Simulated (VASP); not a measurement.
Crystal: InSb5.

```
In Sb
1.0
     6.45831    0.00000    0.00000
    -3.22916    5.59306    0.00000
     0.00000    0.00000    5.31528
In Sb
1 5
Direct
  0.00000 0.00000 0.00000
  0.00000 0.50000 0.50000
  0.50000 0.50000 0.50000
  0.33333 0.66667 0.00000
  0.50000 0.00000 0.50000
  0.66667 0.33333 0.00000
```

* Program: VASP 6.6.1
* Task: relaxation of cell and atoms
* Functional: PBE
* Potentials or basis: VASP PAW PBE potentials, release 64 (In_d, Sb)
* Cutoff: 600 eV
* k mesh: 6 × 6 × 8
* Occupations: gaussian, width 0.1 eV
* Spin: no spin polarisation

At the start: pressure -0.6 GPa; volume 32.00 Å³/atom.

**Question.** How do energy, volume and symmetry change on relaxing?

**Answer.** Over 11 steps the energy falls by 14.0 meV/atom and the volume is 31.22 Å³/atom (-2.4 %); space group P6/mmm (No. 191, to 0.05 Å).

The path:
```csv
step,energy change (eV),largest force (eV/Å),pressure (GPa),volume (Å³)
1,0.0000,0.0000,-0.61,192.00
2,-0.0079,0.0000,0.10,188.63
3,-0.0079,0.0000,0.13,188.50
4,-0.0120,0.0000,0.13,188.27
5,-0.0309,0.0000,0.21,187.56
6,-0.0801,0.0000,0.36,185.94
7,0.1251,0.0000,1.59,181.92
8,-0.0820,0.0000,0.40,185.64
9,-0.0776,0.0000,-0.49,189.24
10,-0.0838,0.0000,0.07,186.89
11,-0.0840,0.0000,-0.01,187.32
```

Final structure:
```
In Sb
1.0
     6.21066    0.00000    0.00000
    -3.10533    5.37859    0.00000
     0.00000    0.00000    5.60748
In Sb
1 5
Cartesian
  0.0000 0.0000 0.0000
  -1.5527 2.6893 2.8037
  1.5527 2.6893 2.8037
  0.0000 3.5857 0.0000
  3.1053 0.0000 2.8037
  3.1053 1.7929 0.0000
```
